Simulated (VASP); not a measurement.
Wanted: the native input for a VASP 6.6.1 run.

| Quantity | Value |
| --- | --- |
| Task | single point |
| Functional | r2SCAN |
| Potentials or basis | VASP PAW PBE potentials, release 64 (Cd, W_sv) |
| Cutoff | 520 eV |
| k mesh | 6 × 6 × 6 |
| Occupations | fermi-dirac, width 0.1 eV |
| Spin | no spin polarisation |
| Dipole correction | no |
| Further INCAR settings | ALGO = Normal; EDIFF = 1e-06; NBANDS = 20 |

CdW:

```
CELL_PARAMETERS angstrom
3.25326 0.00000 0.00000
0.00000 3.25326 0.00000
0.00000 0.00000 3.25326
ATOMIC_POSITIONS crystal
Cd 0.00000 0.00000 0.00000
W 0.50000 0.50000 0.50000
```

These files were run (other wordings do the same):

POSCAR

```
CdW
1.0
    3.2532568695      0.0000000000      0.0000000000
    0.0000000000      3.2532568695      0.0000000000
    0.0000000000      0.0000000000      3.2532568695
Cd W
1 1
Direct
    0.0000000000      0.0000000000      0.0000000000
    0.5000000000      0.5000000000      0.5000000000
```

INCAR.step1

```
PREC = Accurate ; ENCUT = 520
ISMEAR = -1 ; SIGMA = 0.1
LREAL = False ; LASPH = True
NELM = 60 ; NBANDS = 20
GGA = PE ; ALGO = Normal
EDIFF = 1E-4 ; LWAVE = True
LCHARG = False
```

INCAR.step2

```
PREC = Accurate ; ENCUT = 520
EDIFF = 1E-6 ; ISMEAR = -1
SIGMA = 0.1 ; LREAL = False
LASPH = True ; NELM = 60
ALGO = Normal ; ISIF = 2
LWAVE = False ; LCHARG = False
METAGGA = R2SCAN ; LMIXTAU = True
NBANDS = 20 ; ISTART = 1
```

KPOINTS

```
regular mesh
0
Gamma
  6 6 6
```

Potentials or basis: VASP PAW PBE potentials, release 64 (Cd, W_sv).

Command:

```bash
$ cat potpaw_PBE.64/Cd/POTCAR potpaw_PBE.64/W_sv/POTCAR > POTCAR
$ cp INCAR.step1 INCAR
$ mpirun -np 1 vasp_std > vasp.out
$ cp INCAR.step2 INCAR
$ mpirun -np 1 vasp_std > vasp.out
```

It gave:

- Pressure: 1.6 GPa
- Band gap on the k mesh: zero (band 13 reaches 9.78 eV, above the bottom of band 14 at 6.33 eV)

Caveat: the PAW data sets were made with another functional, which shifts forces and pressure a little; spin-orbit coupling is left out, which moves the levels of the heavy elements.

Wall time 16 s on 1 thread of Intel(R) Xeon(R) 6975P-C (Granite Rapids) (shared host), peak memory 0.15 GiB.
